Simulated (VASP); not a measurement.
A run of VASP 6.6.1:

The input INCAR:

```
ALGO = Normal ; EDIFF = 1E-6
ENCUT = 520 ; GGA = PS
ISIF = 2 ; ISMEAR = 0
LASPH = True ; LCHARG = False
LREAL = False ; LWAVE = False
NBANDS = 58 ; NELM = 60
PREC = Accurate ; SIGMA = 0.15
```

File KPOINTS:

```
k-points
0
Gamma
  8 8 8
```

The input POSCAR:

```
W3O
1.0
    4.7588794210      0.0000000000      0.0000000000
    0.0000000000      4.7588794210      0.0000000000
    0.0000000000      0.0000000000      4.8313496660
W O
6 2
Direct
    0.5000000000      0.7500000000      0.0000000000
    0.0000000000      0.5000000000      0.7500000000
    0.2500000000      0.0000000000      0.5000000000
    0.5000000000      0.2500000000      0.0000000000
    0.0000000000      0.5000000000      0.2500000000
    0.7500000000      0.0000000000      0.5000000000
    0.5000000000      0.5000000000      0.5000000000
    0.0000000000      0.0000000000      0.0000000000
```

Potentials or basis: VASP PAW PBE potentials, release 64 (W_sv, O).

Command:

```console
$ cat potpaw_PBE.64/W_sv/POTCAR potpaw_PBE.64/O/POTCAR > POTCAR
$ mpirun -np 1 vasp_std > vasp.out
```

Hardware: 1 thread of Intel(R) Xeon(R) 6975P-C (Granite Rapids) (shared host).

Q: How long does it take, and how much memory?

A: It took 2.9 min on 1 thread of Intel(R) Xeon(R) 6975P-C (Granite Rapids), on a shared host, peak memory 0.43 GiB. Counts: scf iterations 15, k points 75.
